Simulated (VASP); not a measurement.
# S (Fmmm) in VASP: single point with PBE+D3(BJ)

Aim: the single point of S with PBE+D3(BJ).

All numbers are computed with VASP 6.6.1; they aren't measurements. Logs are shortened: lines on timing, memory, paths and dates and some standing lists are left out, and cuts for length are marked.

## Step 1: The cell of the first run

It takes space group Fmmm (No. 69, orthorhombic). The conventional cell has a = 4.272 Å, b = 4.286 Å, c = 9.598 Å, α = 90.00°, β = 90.00°, γ = 90.00°. S (site symmetry mm2) has 1 S at 1.89 Å within 2.5 Å.

## Step 2: Single point, PBE+D3(BJ)

INCAR

```
SYSTEM = S
PREC = Accurate ; ENCUT = 520
EDIFF = 1E-6 ; ISMEAR = 0
SIGMA = 0.1 ; LREAL = .False.
LASPH = .True. ; NELM = 100
ALGO = Normal ; ISIF = 2
LWAVE = .False. ; LCHARG = .False.
GGA = PE ; IVDW = 12
NBANDS = 34
```

KPOINTS

```
regular mesh
0
Gamma
  8 8 4
  0 0 0
```

POSCAR

```
S
1.0
    0.0000000000      4.2716471472      0.0000000000
   -4.2864666187      0.0000000000      0.0000000000
    0.0000000000      0.0000000000      9.5978915175
S
8
Direct
    1.0000000000      0.0000000000      0.0985184471
    0.5000000000      0.5000000000      0.0985184471
    0.5000000000      0.0000000000      0.4014815529
    1.0000000000      0.5000000000      0.4014815529
    0.0000000000      1.0000000000      0.9014815529
    0.5000000000      0.5000000000      0.9014815529
    0.5000000000      0.0000000000      0.5985184471
    0.0000000000      0.5000000000      0.5985184471
```

Potentials or basis: VASP PAW PBE potentials, release 64 (S).

Run with:

```bash
$ cat potpaw_PBE.64/S/POTCAR > POTCAR
$ mpirun -np 1 vasp_std > vasp.out
```

OUTCAR:

```text
SYSTEM = S
   PREC = Accurate
   ENCUT = 520
   EDIFF = 1E-6
   ISMEAR = 0
   LREAL = .False.
   LASPH = .True.
   NELM = 100
   ISIF = 2
   GGA = PE
   IVDW = 12
 IVDW          = 12

 ion  position               nearest neighbor table
   1  0.000  0.000  0.099-   5 1.89
   2  0.500  0.500  0.099-   6 1.89
   3  0.500  0.000  0.401-   7 1.89
   4  0.000  0.500  0.401-   8 1.89
   5  0.000  0.000  0.901-   1 1.89
   6  0.500  0.500  0.901-   2 1.89
   7  0.500  0.000  0.599-   3 1.89
   8  0.000  0.500  0.599-   4 1.89

  LATTYP: Found a simple orthorhombic cell.
 ALAT       =     4.2716471472
 B/A-ratio  =     1.0034692640
 C/A-ratio  =     2.2468830376

  Lattice vectors:

 A1 = (   0.0000000000,   4.2716471472,   0.0000000000)
 A2 = (  -4.2864666187,   0.0000000000,   0.0000000000)
 A3 = (   0.0000000000,   0.0000000000,   9.5978915175)

Analysis of symmetry for initial positions (statically):
=====================================================================
 Subroutine PRICEL returns following result:

  LATTYP: Found a face centered orthorhombic cell.
 ALAT       =     4.2716471472
 B/A-ratio  =     1.0034692640
 C/A-ratio  =     2.2468830376

  Lattice vectors:

 A1 = (   2.1432333093,   0.0000000000,  -4.7989457588)
 A2 = (   0.0000000000,   2.1358235736,  -4.7989457587)
 A3 = (   2.1432333093,   2.1358235736,   0.0000000000)

   4 primitive cells build up your supercell.

 Routine SETGRP: Setting up the symmetry group for a
 simple orthorhombic supercell.

 Subroutine GETGRP returns: Found  8 space group operations
 (whereof  8 operations were pure point group operations)
 out of a pool of  8 trial point group operations.

The static configuration has the point symmetry D_2h.

Analysis of symmetry for dynamics (positions and initial velocities):
=====================================================================
 Subroutine PRICEL returns following result:

  LATTYP: Found a face centered orthorhombic cell.
 ALAT       =     4.2716471472
 B/A-ratio  =     1.0034692640
 C/A-ratio  =     2.2468830376

  Lattice vectors:

 A1 = (   2.1432333093,   0.0000000000,  -4.7989457588)
 A2 = (   0.0000000000,   2.1358235736,  -4.7989457587)
 A3 = (   2.1432333093,   2.1358235736,   0.0000000000)

   4 primitive cells build up your supercell.

 Routine SETGRP: Setting up the symmetry group for a
 simple orthorhombic supercell.

 Subroutine GETGRP returns: Found  8 space group operations
 (whereof  8 operations were pure point group operations)
 out of a pool of  8 trial point group operations.

The dynamic configuration has the point symmetry D_2h.

 Subroutine INISYM returns: Found  8 space group operations
 (whereof  8 operations are pure point group operations),
 and found     4 'primitive' translations

----------------------------------------------------------------------------------------

                                     Primitive cell

  volume of cell :      43.9350

  direct lattice vectors                    reciprocal lattice vectors
     2.143233309  0.000000000 -4.798945759     0.233292380 -0.234101733 -0.104189550
     0.000000000  2.135823574 -4.798945759    -0.233292380  0.234101733 -0.104189550
     2.143233309  2.135823574  0.000000000     0.233292380  0.234101733  0.104189550

  length of vectors
     5.255790085  5.252772861  3.025754675     0.346531988  0.346531988  0.346531988

  position of ions in fractional coordinates (direct lattice)
     0.901481553  0.901481553  0.098518447
     0.098518447  0.098518447  0.901481553

  ion indices of the primitive-cell ions
   primitive index   ion index
                 1           1
                 2           5

----------------------------------------------------------------------------------------

 KPOINTS: regular mesh

Automatic generation of k-mesh.
 Grid dimensions read from file:
 generate k-points for:    8    8    4

 Generating k-lattice:

  Cartesian coordinates                     Fractional coordinates (reciprocal lattice)
     0.000000000  0.029262717  0.000000000     0.125000000  0.000000000  0.000000000
    -0.029161548  0.000000000  0.000000000     0.000000000  0.125000000  0.000000000
     0.000000000  0.000000000  0.026047388     0.000000000  0.000000000  0.250000000

  Length of vectors
     0.029262717  0.029161548  0.026047388

  Shift w.r.t. Gamma in fractional coordinates (k-lattice)
     0.000000000  0.000000000  0.000000000

 Subroutine IBZKPT returns following result:
 ===========================================

 Found     75 irreducible k-points:

 Following reciprocal coordinates:
            Coordinates               Weight
  0.000000  0.000000  0.000000      1.000000
  0.125000  0.000000  0.000000      2.000000
  0.250000  0.000000  0.000000      2.000000
  0.375000  0.000000  0.000000      2.000000
  0.500000  0.000000  0.000000      1.000000
  0.000000  0.125000  0.000000      2.000000
[... 16 lines left out ...]
  0.250000  0.500000  0.000000      2.000000
  0.375000  0.500000  0.000000      2.000000
 [... further k-points ...]
   k-points           NKPTS =     75   k-points in BZ     NKDIM =     75   number of bands    NBANDS=     34
   number of dos      NEDOS =    301   number of ions     NIONS =      8
   total plane-waves  NPLWV =  73728
   dimension x,y,z NGX =    32 NGY =   32 NGZ =   72
   dimension x,y,z NGXF=    64 NGYF=   64 NGZF=  144
   ions per type =               8
   NGX,Y,Z   is equivalent  to a cutoff of  12.45, 12.41, 12.47 a.u.
   NGXF,Y,Z  is equivalent  to a cutoff of  24.91, 24.82, 24.94 a.u.
 SYSTEM =  S
   PREC   = accura    normal or accurate (medium, high low for compatibility)
   ISTART =      0    job   : 0-new  1-cont  2-samecut
   ICHARG =      2    charge: 1-file 2-atom 10-const
   ISPIN  =      1    spin polarized calculation?
   LNONCOLLINEAR =      F non collinear calculations
   LSORBIT =      F    spin-orbit coupling
   LASPH  =      T    aspherical Exc in radial PAW
   ENCUT  =  520.0 eV  38.22 Ry    6.18 a.u.   7.94  7.97 17.85*2*pi/ulx,y,z
   NELM   =    100;   NELMIN=  2; NELMDL= -5     # of ELM steps
   EDIFF  = 0.1E-05   stopping-criterion for ELM
   LREAL  =      F    real-space projection
   EDIFFG = 0.1E-04   stopping-criterion for IOM
   NSW    =      0    number of steps for IOM
   IBRION =     -1    ionic relax: 0-MD 1-quasi-New 2-CG
   NFREE  =      0    steps in history (QN), initial steepest desc. (CG)
   ISIF   =      2    stress and relaxation
   ISYM   =      2    0-nonsym 1-usesym 2-fastsym
   POTIM  = 0.5000    time-step for ionic-motion
   TEBEG  =    0.0;   TEEND  =   0.0 temperature during run
   PSTRESS=    0.0 pullay stress
   NELECT =      48.0000    total number of electrons
   NUPDOWN=      -1.0000    fix difference up-down
   EMIN   =  10.00;   EMAX   =-10.00  energy-range for DOS
   EFERMI =   0.00;   METHOD = LEGACY
   ISMEAR =     0;   SIGMA  =   0.10  broadening in eV -4-tet -1-fermi 0-gaus
   EFERMI_NEDOS =   21; number of points for ismear=-14 and -15
   IALGO  =     38    algorithm
   IMIX   =      4    mixing-type and parameters
     AMIX     =   0.40;   BMIX     =  1.00
     AMIX_MAG =   1.60;   BMIX_MAG =  1.00
  volume/ion in A,a.u.               =      21.97       148.24
  Fermi-wavevector in a.u.,A,eV,Ry     =   1.062181  2.007230 15.350468  1.128228
  Thomas-Fermi vector in A             =   2.197622
   LORBIT       =      0    0 simple, 1 ext, 2 COOP (PROOUT), +10 PAW based schemes
   GGA     = PE    functional components
   LHFCALC =     F    Hartree Fock is set to
   AEXX    =    0.0000 exact exchange contribution
   IVDW    =    12    specifies the selected vdW correction
   LEPSILON=     F    determine dielectric tensor
   LRPA    =     F    only Hartree local field effects (RPA)
 non-spin polarized calculation
 Gauss-broadening in eV      SIGMA  =   0.10
  energy-cutoff  :      520.00
  volume of cell :      175.74
 maximum number of plane-waves:      4784
 NGX is ok and might be reduce to    32
   NGX = 15   NGY = 15   NGZ = 35

 number of electron      48.0000004 magnetization

 Free energy of the ion-electron system (eV)
  ---------------------------------------------------
  ext. energy  EPLUGINS =         0.00000000
  ---------------------------------------------------
  free energy    TOTEN  =       -31.37743723 eV

  energy without entropy =      -31.36711642  energy(sigma->0) =      -31.37227682

 E-fermi :   3.6516     XC(G=0):  -9.1968

 val. band max:        3.6495159703   @ k =   0.5000   0.0000   0.5000
 cond. band min:       3.6597897559   @ k =   0.0000   0.5000   0.5000
 fundamental gap:      0.0102737856
 Fermi energy:         3.6516427054

 k-point     1 :       0.0000    0.0000    0.0000
  band No.  band energies     occupation
      1     -12.8347      2.00000
      2     -12.6616      2.00000
      3     -11.0245      2.00000
      4     -11.0235      2.00000
      5      -8.0099      2.00000
      6      -7.0153      2.00000
[... 26 lines left out ...]
     33       8.7816      0.00000
     34       9.0612      0.00000

 k-point     2 :       0.1250    0.0000    0.0000
  band No.  band energies     occupation
      1     -12.7745      2.00000
      2     -12.6056      2.00000
      3     -11.1027      2.00000
      4     -11.0935      2.00000
      5      -7.9307      2.00000
      6      -6.9548      2.00000
[... 26 lines left out ...]
     33       8.9028      0.00000
     34       9.1805      0.00000

 k-point     3 :       0.2500    0.0000    0.0000
  band No.  band energies     occupation
      1     -12.5997      2.00000
      2     -12.4438      2.00000
      3     -11.3230      2.00000
      4     -11.2873      2.00000
      5      -7.6981      2.00000
      6      -6.7800      2.00000
[... 26 lines left out ...]
     33       9.2201      0.00000
     34       9.4131      0.00000

 k-point     4 :       0.3750    0.0000    0.0000
  band No.  band energies     occupation
      1     -12.3288      2.00000
      2     -12.1943      2.00000
      3     -11.6393      2.00000
      4     -11.5689      2.00000
      5      -7.3279      2.00000
      6      -6.5108      2.00000
[... 26 lines left out ...]
     33      10.5252      0.00000
     34      10.5968      0.00000

 k-point     5 :       0.5000    0.0000    0.0000
  band No.  band energies     occupation
      1     -11.9934      2.00000
      2     -11.9934      2.00000
      3     -11.8883      2.00000
      4     -11.8883      2.00000
      5      -6.8503      2.00000
      6      -6.8503      2.00000
[... 621 lines left out ...]
 k-point    22 :       0.1250    0.5000    0.0000
  band No.  band energies     occupation
      1     -11.9789      2.00000
      2     -11.9789      2.00000
      3     -11.8805      2.00000
      4     -11.8805      2.00000
      5      -6.8138      2.00000
      6      -6.8138      2.00000
[... 26 lines left out ...]
     33      11.2147      0.00000
     34      11.2179      0.00000

 k-point    23 :       0.2500    0.5000    0.0000
  band No.  band energies     occupation
      1     -11.9353      2.00000
      2     -11.9353      2.00000
      3     -11.8590      2.00000
      4     -11.8590      2.00000
      5      -6.6988      2.00000
      6      -6.6988      2.00000
[... 26 lines left out ...]
     33      10.5945      0.00000
     34      10.6411      0.00000

 k-point    24 :       0.3750    0.5000    0.0000
  band No.  band energies     occupation
      1     -11.8849      2.00000
      2     -11.8849      2.00000
      3     -11.8430      2.00000
      4     -11.8430      2.00000
      5      -6.5409      2.00000
      6      -6.5409      2.00000
[... 26 lines left out ...]
     33      10.2263      0.00000
     34      10.2278      0.00000

 [... further k-points ...]

------------------------ aborting loop because EDIFF is reached ----------------------------------------

 Edisp (eV)   -2.20721

 E8    (eV) :    -0.8007

  FORCE on cell =-STRESS in cart. coord.  units (eV):
  Direction    XX          YY          ZZ          XY          YZ          ZX
  --------------------------------------------------------------------------------------
  -------------------------------------------------------------------------------------
  Total      -0.13538    -0.12169    -1.98851     0.00000     0.00000     0.00000
  in kB      -1.23420    -1.10939   -18.12871     0.00000     0.00000     0.00000
  external pressure =       -6.82 kB  Pullay stress =        0.00 kB

 VOLUME and BASIS-vectors are now :
 -----------------------------------------------------------------------------
  energy-cutoff  :      520.00
  volume of cell :      175.74
      direct lattice vectors                 reciprocal lattice vectors
     0.000000000  4.271647147  0.000000000     0.000000000  0.234101733  0.000000000
    -4.286466619  0.000000000  0.000000000    -0.233292380  0.000000000  0.000000000
     0.000000000  0.000000000  9.597891518     0.000000000  0.000000000  0.104189550

 POSITION                                       TOTAL-FORCE (eV/Angst)
 -----------------------------------------------------------------------------------
      0.00000      0.00000      0.94557        -0.000000      0.000000     -0.258186
     -2.14323      2.13582      0.94557         0.000000     -0.000000     -0.258186
      0.00000      2.13582      3.85338        -0.000000      0.000000      0.258186
     -2.14323      0.00000      3.85338         0.000000      0.000000      0.258186
      0.00000      0.00000      8.65232        -0.000000     -0.000000      0.258186
     -2.14323      2.13582      8.65232         0.000000     -0.000000      0.258186
      0.00000      2.13582      5.74452        -0.000000     -0.000000     -0.258186
     -2.14323      0.00000      5.74452         0.000000     -0.000000     -0.258186
 -----------------------------------------------------------------------------------
    total drift:                               -0.000000      0.000000     -0.000000

  FREE ENERGIE OF THE ION-ELECTRON SYSTEM (eV)
  ---------------------------------------------------
  free  energy   TOTEN  =       -33.5846480819 eV

  energy  without entropy=      -33.5743272694  energy(sigma->0) =      -33.57948768
```

It took 2.4 min on 1 thread of Intel Xeon 6975P-C (Granite Rapids), shared host; peak memory 0.45 GiB.

What came out:

* Free energy: -33.5846 eV
* Pressure: -0.7 GPa
* Largest force: 0.258 eV/Å
* Band gap on the k mesh: zero (bands 24 and 25 overlap by 0.04 eV)
* Dispersion energy per atom: -0.276 eV

Forces on the atoms (eV/Å):
```
S    0.000  0.000 -0.258
S    0.000  0.000 -0.258
S    0.000  0.000  0.258
S    0.000  0.000  0.258
S    0.000  0.000  0.258
S    0.000  0.000  0.258
S    0.000  0.000 -0.258
S    0.000  0.000 -0.258
```

Stress tensor (GPa, compression positive):
```
-0.12  0.00  0.00
 0.00 -0.11  0.00
 0.00  0.00 -1.81
```
